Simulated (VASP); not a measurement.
Write the native input for VASP 6.6.1 that does the following.

```yaml
Task: single point
Functional: PBE
Dispersion: D4
Potentials_or_basis: VASP PAW PBE potentials, release 64 (In_d)
Cutoff: 520 eV
k_mesh: 11 × 11 × 11
Occupations: fermi-dirac, width 0.05 eV
Spin: no spin polarisation
Dipole_correction: no
Further_INCAR_settings: ALGO = Fast; EDIFF = 1e-06; NBANDS = 12
```

The structure of In lies in POSCAR:

```
In
1.0
   -1.6641380301      1.6641380301      2.3515973085
    1.6641380301     -1.6641380301      2.3515973085
    1.6641380301      1.6641380301     -2.3515973085
In
1
Direct
    0.0000000000      0.0000000000      0.0000000000
```

These files were run (other wordings do the same):

INCAR

```
PREC     = Accurate       # precision mode
ENCUT    = 520            # plane-wave cutoff, eV
EDIFF    = 1E-6           # SCF threshold, eV
ISMEAR   = -1             # smearing method
SIGMA    = 0.05           # smearing width, eV
LREAL    = F              # projectors in reciprocal space
LASPH    = T              # aspherical terms in the spheres
NELM     = 80             # most SCF steps
ALGO     = Fast           # electronic algorithm
ISIF     = 2              # what is computed and relaxed
LWAVE    = F              # write WAVECAR
LCHARG   = T              # write CHGCAR
GGA      = PE             # functional
IVDW     = 13             # dispersion correction
LELF     = T              # ELF
LVHAR    = T            
NBANDS   = 12             # bands
```

KPOINTS

```
Automatic mesh
0
Gamma
  11 11 11
```

Potentials or basis: VASP PAW PBE potentials, release 64 (In_d).

Command:

```sh
$ cat potpaw_PBE.64/In_d/POTCAR > POTCAR
$ mpirun -np 1 vasp_std > vasp.out
```

It gave:

| Item | Value |
| --- | --- |
| Pressure | -0.1 GPa |
| Dispersion energy per atom | -0.359 eV |

Caveat: pairwise dispersion overbinds metals, which lowers pressure and volume.

Run time: 29 s on 1 thread of AMD EPYC 9R45 96-Core Processor (Zen 5), on a shared host, peak memory 0.15 GiB.
